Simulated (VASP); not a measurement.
# ZnSe (rocksalt type) (Fm-3m) in VASP: notebook

The runs below take ZnSe (rocksalt type) through single point, with LDA.

Program: VASP 6.6.1. These are calculated values, not measurements. Logs are shortened: lines on timing, memory, paths and dates and some standing lists are left out, and cuts for length are marked.

## (1) The cell of the first run

The structure is cubic, space group Fm-3m (No. 225). The conventional cell has a = 4.996 Å, b = 4.996 Å, c = 4.996 Å, α = 90.00°, β = 90.00°, γ = 90.00°. Zn (site symmetry m-3m) has 6 Se at 2.50 Å within 3.3 Å. Within 3.3 Å of Se (site symmetry m-3m) lie 6 Zn at 2.50 Å.

## (2) Single point, LDA (volume scaled by 0.88)

Contents of INCAR:

```
ALGO = Normal
EDIFF = 1E-6
ENCUT = 520
GGA = CA
ISIF = 2
ISMEAR = -1
LASPH = T
LCHARG = F
LREAL = F
LWAVE = F
NBANDS = 16
NELM = 80
PREC = Accurate
SIGMA = 0.1
```

Contents of KPOINTS:

```
k-points
0
Gamma
  13 13 13
```

Contents of POSCAR:

```
ZnSe
1.0
    0.0000000000      2.4979665501      2.4979665501
    2.4979665501      0.0000000000      2.4979665501
    2.4979665501      2.4979665501      0.0000000000
Zn Se
1 1
Direct
    0.0000000000      0.0000000000      0.0000000000
    0.5000000000      0.5000000000      0.5000000000
```

Potentials or basis: VASP PAW LDA potentials, release 64 (Zn, Se).

Run with:

```
$ cat potpaw_LDA.64/Zn/POTCAR potpaw_LDA.64/Se/POTCAR > POTCAR
$ mpirun -np 1 vasp_std > vasp.out
```

OUTCAR:

```text
EDIFF = 1E-6
   ENCUT = 520
   GGA = CA
   ISIF = 2
   ISMEAR = -1
   LASPH = T
   LREAL = F
   NELM = 80
   PREC = Accurate

 ion  position               nearest neighbor table
   1  0.000  0.000  0.000-   2 2.50   2 2.50   2 2.50   2 2.50   2 2.50   2 2.50
   2  0.500  0.500  0.500-   1 2.50   1 2.50   1 2.50   1 2.50   1 2.50   1 2.50

  LATTYP: Found a face centered cubic cell.
 ALAT       =     4.9959331002

  Lattice vectors:

 A1 = (   0.0000000000,   2.4979665501,   2.4979665501)
 A2 = (   2.4979665501,   0.0000000000,   2.4979665501)
 A3 = (   2.4979665501,   2.4979665501,   0.0000000000)

Analysis of symmetry for initial positions (statically):
=====================================================================
 Subroutine PRICEL returns:
 Original cell was already a primitive cell.

 Routine SETGRP: Setting up the symmetry group for a
 face centered cubic supercell.

 Subroutine GETGRP returns: Found 48 space group operations
 (whereof 48 operations were pure point group operations)
 out of a pool of 48 trial point group operations.

The static configuration has the point symmetry O_h .

Analysis of symmetry for dynamics (positions and initial velocities):
=====================================================================
 Subroutine PRICEL returns:
 Original cell was already a primitive cell.

 Routine SETGRP: Setting up the symmetry group for a
 face centered cubic supercell.

 Subroutine GETGRP returns: Found 48 space group operations
 (whereof 48 operations were pure point group operations)
 out of a pool of 48 trial point group operations.

The dynamic configuration has the point symmetry O_h .

 Subroutine INISYM returns: Found 48 space group operations
 (whereof 48 operations are pure point group operations),
 and found     1 'primitive' translations

----------------------------------------------------------------------------------------

                                     Primitive cell

  volume of cell :      31.1738

  direct lattice vectors                    reciprocal lattice vectors
     0.000000000  2.497966550  2.497966550    -0.200162808  0.200162808  0.200162808
     2.497966550  0.000000000  2.497966550     0.200162808 -0.200162808  0.200162808
     2.497966550  2.497966550  0.000000000     0.200162808  0.200162808 -0.200162808

  length of vectors
     3.532658174  3.532658174  3.532658174     0.346692154  0.346692154  0.346692154

  position of ions in fractional coordinates (direct lattice)
     0.000000000  0.000000000  0.000000000
     0.500000000  0.500000000  0.500000000

  ion indices of the primitive-cell ions
   primitive index   ion index
                 1           1
                 2           2

----------------------------------------------------------------------------------------

 KPOINTS: k-points

Automatic generation of k-mesh.
 Grid dimensions read from file:
 generate k-points for:   13   13   13

 Generating k-lattice:

  Cartesian coordinates                     Fractional coordinates (reciprocal lattice)
    -0.015397139  0.015397139  0.015397139     0.076923077  0.000000000  0.000000000
     0.015397139 -0.015397139  0.015397139     0.000000000  0.076923077  0.000000000
     0.015397139  0.015397139 -0.015397139     0.000000000  0.000000000  0.076923077

  Length of vectors
     0.026668627  0.026668627  0.026668627

  Shift w.r.t. Gamma in fractional coordinates (k-lattice)
     0.000000000  0.000000000  0.000000000

 Subroutine IBZKPT returns following result:
 ===========================================

 Found     84 irreducible k-points:

 Following reciprocal coordinates:
            Coordinates               Weight
  0.000000  0.000000  0.000000      1.000000
  0.076923  0.000000  0.000000      8.000000
  0.153846  0.000000  0.000000      8.000000
  0.230769  0.000000  0.000000      8.000000
  0.307692  0.000000  0.000000      8.000000
  0.384615  0.000000  0.000000      8.000000
[... 16 lines left out ...]
  0.384615  0.153846  0.000000     24.000000
  0.461538  0.153846  0.000000     24.000000
 [... further k-points ...]
   k-points           NKPTS =     84   k-points in BZ     NKDIM =     84   number of bands    NBANDS=     16
   number of dos      NEDOS =    301   number of ions     NIONS =      2
   total plane-waves  NPLWV =  21952
   dimension x,y,z NGX =    28 NGY =   28 NGZ =   28
   dimension x,y,z NGXF=    56 NGYF=   56 NGZF=   56
   ions per type =               1   1
   NGX,Y,Z   is equivalent  to a cutoff of  13.18, 13.18, 13.18 a.u.
   NGXF,Y,Z  is equivalent  to a cutoff of  26.35, 26.35, 26.35 a.u.
 SYSTEM =  unknown system
   PREC   = accura    normal or accurate (medium, high low for compatibility)
   ISTART =      0    job   : 0-new  1-cont  2-samecut
   ICHARG =      2    charge: 1-file 2-atom 10-const
   ISPIN  =      1    spin polarized calculation?
   LNONCOLLINEAR =      F non collinear calculations
   LSORBIT =      F    spin-orbit coupling
   LASPH  =      T    aspherical Exc in radial PAW
   ENCUT  =  520.0 eV  38.22 Ry    6.18 a.u.   6.57  6.57  6.57*2*pi/ulx,y,z
   NELM   =     80;   NELMIN=  2; NELMDL= -5     # of ELM steps
   EDIFF  = 0.1E-05   stopping-criterion for ELM
   LREAL  =      F    real-space projection
   EDIFFG = 0.1E-04   stopping-criterion for IOM
   NSW    =      0    number of steps for IOM
   IBRION =     -1    ionic relax: 0-MD 1-quasi-New 2-CG
   NFREE  =      0    steps in history (QN), initial steepest desc. (CG)
   ISIF   =      2    stress and relaxation
   ISYM   =      2    0-nonsym 1-usesym 2-fastsym
   POTIM  = 0.5000    time-step for ionic-motion
   TEBEG  =    0.0;   TEEND  =   0.0 temperature during run
   PSTRESS=    0.0 pullay stress
   NELECT =      18.0000    total number of electrons
   NUPDOWN=      -1.0000    fix difference up-down
   EMIN   =  10.00;   EMAX   =-10.00  energy-range for DOS
   EFERMI =   0.00;   METHOD = LEGACY
   ISMEAR =    -1;   SIGMA  =   0.10  broadening in eV -4-tet -1-fermi 0-gaus
   EFERMI_NEDOS =   21; number of points for ismear=-14 and -15
   IALGO  =     38    algorithm
   IMIX   =      4    mixing-type and parameters
     AMIX     =   0.40;   BMIX     =  1.00
     AMIX_MAG =   1.60;   BMIX_MAG =  1.00
  volume/ion in A,a.u.               =      15.59       105.19
  Fermi-wavevector in a.u.,A,eV,Ry     =   1.363230  2.576131 25.285003  1.858395
  Thomas-Fermi vector in A             =   2.489651
   LORBIT       =      0    0 simple, 1 ext, 2 COOP (PROOUT), +10 PAW based schemes
   GGA     = CA    functional components
   LHFCALC =     F    Hartree Fock is set to
   AEXX    =    0.0000 exact exchange contribution
   IVDW    =     0    specifies the selected vdW correction
   LEPSILON=     F    determine dielectric tensor
   LRPA    =     F    only Hartree local field effects (RPA)
 non-spin polarized calculation
  energy-cutoff  :      520.00
  volume of cell :       31.17
 maximum number of plane-waves:       872
   NGX = 13   NGY = 13   NGZ = 13

 number of electron      18.0000009 magnetization

 Free energy of the ion-electron system (eV)
  ---------------------------------------------------
  ext. energy  EPLUGINS =         0.00000000
  ---------------------------------------------------
  free energy    TOTEN  =        -6.66836995 eV

  energy without entropy =       -6.65270092  energy(sigma->0) =       -6.66053544

 E-fermi :   5.3920     XC(G=0): -11.7433

 val. band max:        5.3378960771   @ k =  -0.2308   0.0769   0.0000
 cond. band min:       5.3977599554   @ k =  -0.3077   0.0769   0.0000
 fundamental gap:      0.0598638784
 Fermi energy:         5.3919658238

 k-point     1 :       0.0000    0.0000    0.0000
  band No.  band energies     occupation
      1     -10.2283      2.00000
      2      -1.9701      2.00000
      3      -1.9701      2.00000
      4      -1.9524      2.00000
      5      -1.9524      2.00000
      6      -1.9524      2.00000
[... 8 lines left out ...]
     15      16.0989      0.00000
     16      16.0989      0.00000

 k-point     2 :       0.0769    0.0000    0.0000
  band No.  band energies     occupation
      1     -10.1459      2.00000
      2      -1.9932      2.00000
      3      -1.9932      2.00000
      4      -1.9644      2.00000
      5      -1.9431      2.00000
      6      -1.9431      2.00000
[... 8 lines left out ...]
     15      15.3101      0.00000
     16      15.9430      0.00000

 k-point     3 :       0.1538    0.0000    0.0000
  band No.  band energies     occupation
      1      -9.9036      2.00000
      2      -2.0604      2.00000
      3      -2.0604      2.00000
      4      -2.0071      2.00000
      5      -1.9130      2.00000
      6      -1.9130      2.00000
[... 8 lines left out ...]
     15      15.1608      0.00000
     16      15.5705      0.00000

 k-point     4 :       0.2308    0.0000    0.0000
  band No.  band energies     occupation
      1      -9.5192      2.00000
      2      -2.1534      2.00000
      3      -2.1534      2.00000
      4      -2.1088      2.00000
      5      -1.8695      2.00000
      6      -1.8695      2.00000
[... 8 lines left out ...]
     15      15.9468      0.00000
     16      15.9468      0.00000

 k-point     5 :       0.3077    0.0000    0.0000
  band No.  band energies     occupation
      1      -9.0325      2.00000
      2      -2.3463      2.00000
      3      -2.2494      2.00000
      4      -2.2494      2.00000
      5      -1.8226      2.00000
      6      -1.8226      2.00000
[... 8 lines left out ...]
     15      17.1197      0.00000
     16      17.1197      0.00000

 k-point     6 :       0.3846    0.0000    0.0000
  band No.  band energies     occupation
      1      -8.5287      2.00000
      2      -2.7948      2.00000
      3      -2.3269      2.00000
      4      -2.3269      2.00000
      5      -1.7832      2.00000
      6      -1.7832      2.00000
[... 8 lines left out ...]
     15      18.5616      0.00000
     16      18.5616      0.00000
[... 267 lines left out ...]
 k-point    21 :       0.2308    0.1538    0.0000
  band No.  band energies     occupation
      1      -9.5271      2.00000
      2      -2.2902      2.00000
      3      -2.0233      2.00000
      4      -1.9906      2.00000
      5      -1.9019      2.00000
      6      -1.8736      2.00000
[... 8 lines left out ...]
     15      17.8124      0.00000
     16      18.0931      0.00000

 k-point    22 :       0.3077    0.1538    0.0000
  band No.  band energies     occupation
      1      -9.1311      2.00000
      2      -2.4059      2.00000
      3      -2.0832      2.00000
      4      -2.0709      2.00000
      5      -1.8659      2.00000
      6      -1.8173      2.00000
[... 8 lines left out ...]
     15      18.3230      0.00000
     16      18.5250      0.00000

 k-point    23 :       0.3846    0.1538    0.0000
  band No.  band energies     occupation
      1      -8.6679      2.00000
      2      -2.5506      2.00000
      3      -2.1837      2.00000
      4      -2.1645      2.00000
      5      -1.8231      2.00000
      6      -1.7737      2.00000
[... 8 lines left out ...]
     15      19.2759      0.00000
     16      19.7534      0.00000

 k-point    24 :       0.4615    0.1538    0.0000
  band No.  band energies     occupation
      1      -8.2419      2.00000
      2      -2.7829      2.00000
      3      -2.2798      2.00000
      4      -2.2508      2.00000
      5      -1.7815      2.00000
      6      -1.7506      2.00000
[... 8 lines left out ...]
     15      20.5415      0.00000
     16      20.8654      0.00000

 [... further k-points ...]
[... 5 lines left out ...]
  --------------------------------------------------------------------------------------
  -------------------------------------------------------------------------------------
  Total        3.1712913      3.1712913      3.1712913     -0.0000000      0.0000000      0.0000000
  in kB      162.9884627    162.9884627    162.9884627     -0.0000000      0.0000000      0.0000000
  external PRESSURE =     162.9884627 kB  Pullay stress =       0.0000000 kB

 VOLUME and BASIS-vectors are now :
 -----------------------------------------------------------------------------
  energy-cutoff  :      520.00
  volume of cell :       31.17
      direct lattice vectors                 reciprocal lattice vectors
     0.000000000  2.497966550  2.497966550    -0.200162808  0.200162808  0.200162808
     2.497966550  0.000000000  2.497966550     0.200162808 -0.200162808  0.200162808
     2.497966550  2.497966550  0.000000000     0.200162808  0.200162808 -0.200162808

 POSITION                                       TOTAL-FORCE (eV/Angst)
 -----------------------------------------------------------------------------------
      0.00000      0.00000      0.00000        -0.000000     -0.000000     -0.000000
      2.49797      2.49797      2.49797         0.000000      0.000000      0.000000
 -----------------------------------------------------------------------------------
    total drift:                               -0.000000      0.000000      0.000000

  FREE ENERGIE OF THE ION-ELECTRON SYSTEM (eV)
  ---------------------------------------------------
  free  energy   TOTEN  =        -6.6683699484 eV

  energy  without entropy=       -6.6527009228  energy(sigma->0) =       -6.66053544
```

It took 46 s on 1 thread of AMD EPYC 7R43 (Zen 3), shared host; peak memory 0.13 GiB.

Results:

```
Free energy            : -6.6684 eV
Pressure               : 16.3 GPa
Band gap on the k mesh : zero (band 9 reaches 5.47 eV, above the bottom of band 10 at 4.21 eV)
```

Levels at points of the mesh, in eV from the Fermi level:
| k point | band 5 | band 6 | band 7 | band 8 | band 9 | band 10 | band 11 | band 12 | band 13 | band 14 |
| --- | --- | --- | --- | --- | --- | --- | --- | --- | --- | --- |
| (0.00, 0.00, 0.00) | -7.34 | -7.34 | -0.70 | -0.70 | -0.70 | 2.03 | 8.60 | 8.60 | 8.60 | 10.71 |

## (3) Single point, LDA (volume scaled by 0.94)

Contents of INCAR:

```
SYSTEM = ZnSe
PREC = Accurate
ENCUT = 520
EDIFF = 1E-6
ISMEAR = -1
SIGMA = 0.1
LREAL = .FALSE.
LASPH = .TRUE.
NELM = 80
ALGO = Normal
ISIF = 2
LWAVE = .FALSE.
LCHARG = .TRUE.
LELF = .TRUE.
LVHAR = .TRUE.
NBANDS = 16
```

Contents of KPOINTS:

```
Automatic mesh
0
G
  13 13 13
  0 0 0
```

Contents of POSCAR:

```
ZnSe
1.0
    0.0000000000      2.5534950031      2.5534950031
    2.5534950031      0.0000000000      2.5534950031
    2.5534950031      2.5534950031      0.0000000000
Zn Se
1 1
Direct
    0.0000000000      0.0000000000      0.0000000000
    0.5000000000      0.5000000000      0.5000000000
```

Potentials or basis: VASP PAW LDA potentials, release 64 (Zn, Se).

Run with:

```
$ cat potpaw_LDA.64/Zn/POTCAR potpaw_LDA.64/Se/POTCAR > POTCAR
$ mpirun -np 1 vasp_std > vasp.out
```

It took 58 s on 1 thread of AMD EPYC 7R43 (Zen 3), shared host; peak memory 0.13 GiB.

The run converged. Its results:

* Free energy: -6.8191 eV
* Pressure: 7.0 GPa
* Band gap on the k mesh: zero (band 9 reaches 4.67 eV, above the bottom of band 10 at 3.46 eV)

Levels at points of the mesh, in eV from the Fermi level:
```tsv
k point	band 5	band 6	band 7	band 8	band 9	band 10	band 11	band 12	band 13	band 14
(0.00, 0.00, 0.00)	-7.10	-7.10	-0.62	-0.62	-0.62	1.50	8.61	8.61	8.61	10.38
```
